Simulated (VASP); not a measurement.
**Te: single point with BLYP**

Crystal: Te.

```
Te
1.0
     3.33789    0.00000    0.00000
     0.00000    3.33789    0.00000
     0.00000    0.00000    3.33789
Te
1
Direct
  0.00000 0.00000 0.00000
```

This isn't the form of Te at room conditions, which is trigonal, of chains.

| Quantity | Value |
| --- | --- |
| Program | VASP 6.6.1 |
| Task | single point |
| Functional | BLYP |
| Potentials or basis | VASP PAW PBE potentials, release 64 (Te) |
| Cutoff | 520 eV |
| k mesh | 11 × 11 × 11 |
| Occupations | fermi-dirac, width 0.1 eV |
| Spin | no spin polarisation |

| Property | Result |
| --- | --- |
| Pressure | -1.3 GPa |
| Band gap on the k mesh | zero (bands 3 and 4 overlap by 4.50 eV) |

Levels at points of the mesh, in eV from the Fermi level:
```tsv
k point	band 1	band 2	band 3	band 4	band 5	band 6	band 7
(0.00, 0.00, 0.00)	-12.69	1.02	1.02	1.02	6.37	6.39	6.39
```

It took 20 s on 1 thread of AMD EPYC 7R43 64-Core Processor (Zen 3) (shared host), peak memory 0.12 GiB.

Caveat: the PAW data sets were made with another functional, which shifts forces and pressure a little; spin-orbit coupling is left out, which moves the levels of the heavy elements.
